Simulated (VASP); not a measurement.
Set up this calculation in VASP 6.6.1, as the native input.

| Item | Value |
| --- | --- |
| Task | single point |
| Functional | r2SCAN |
| Potentials or basis | VASP PAW PBE potentials, release 64 (C) |
| Cutoff | 520 eV |
| k mesh | 8 × 8 × 8 |
| Occupations | gaussian, width 0.05 eV |
| Spin | no spin polarisation |
| Dipole correction | no |
| Further INCAR settings | ALGO = Normal; EDIFF = 1e-06; NBANDS = 26 |

The system is C.

```xyz
8
Lattice="-2.5020 2.5020 2.5020 2.5020 -2.5020 2.5020 2.5020 2.5020 -2.5020" Properties=species:S:1:pos:R:3 pbc="T T T"
C    -0.8143    0.8143    0.8143
C     1.6877    1.6877    1.6877
C     0.8143   -0.8143    0.8143
C     0.8143    0.8143   -0.8143
C     1.6877   -1.6877    1.6877
C     0.8143    0.8143    0.8143
C    -1.6877    1.6877    1.6877
C     1.6877    1.6877   -1.6877
```

This cell differs from its parent crystal: strain +0.030 along x and y, +0.030 along z.

These files were run (other wordings do the same):

POSCAR

```
C
1.0
   -2.5019821499      2.5019821499      2.5019821499
    2.5019821499     -2.5019821499      2.5019821499
    2.5019821499      2.5019821499     -2.5019821499
C
8
Direct
    0.3254551632      0.0000000000      0.0000000000
    0.6745448368      0.6745448368      0.6745448368
    0.0000000000      0.3254551632      0.0000000000
    0.0000000000      0.0000000000      0.3254551632
    0.0000000000      0.6745448368      0.0000000000
    0.3254551632      0.3254551632      0.3254551632
    0.6745448368      0.0000000000      0.0000000000
    0.0000000000      0.0000000000      0.6745448368
```

INCAR.step1

```
PREC = Accurate
ENCUT = 520
ISMEAR = 0
SIGMA = 0.05
LREAL = F
LASPH = T
NELM = 100
NBANDS = 26
GGA = PE
ALGO = Normal
EDIFF = 1E-4
LWAVE = T
LCHARG = F
```

INCAR.step2

```
PREC = Accurate
ENCUT = 520
EDIFF = 1E-6
ISMEAR = 0
SIGMA = 0.05
LREAL = F
LASPH = T
NELM = 100
ALGO = Normal
ISIF = 2
LWAVE = F
LCHARG = F
METAGGA = R2SCAN
LMIXTAU = T
NBANDS = 26
ISTART = 1
```

KPOINTS

```
regular mesh
0
Gamma
  8 8 8
```

Potentials or basis: VASP PAW PBE potentials, release 64 (C).

Launch:

```console
$ cat potpaw_PBE.64/C/POTCAR > POTCAR
$ cp INCAR.step1 INCAR
$ mpirun -np 1 vasp_std > vasp.out
$ cp INCAR.step2 INCAR
$ mpirun -np 1 vasp_std > vasp.out
```

It gave:

```json
{"Pressure": "-24.0 GPa", "Largest force": "0.375 eV/Å", "Band gap on the k mesh": "2.98 eV (least direct gap 4.04 eV)"}
```

Caveat: the cell differs from its parent crystal (strain +0.030 along x and y, +0.030 along z); the cell stands under tension; the PAW data sets were made with another functional, which shifts forces and pressure a little.

It took 4.3 min on 1 thread of AMD EPYC 7R43 64-Core Processor (Zen 3) (shared host), peak memory 0.15 GiB.
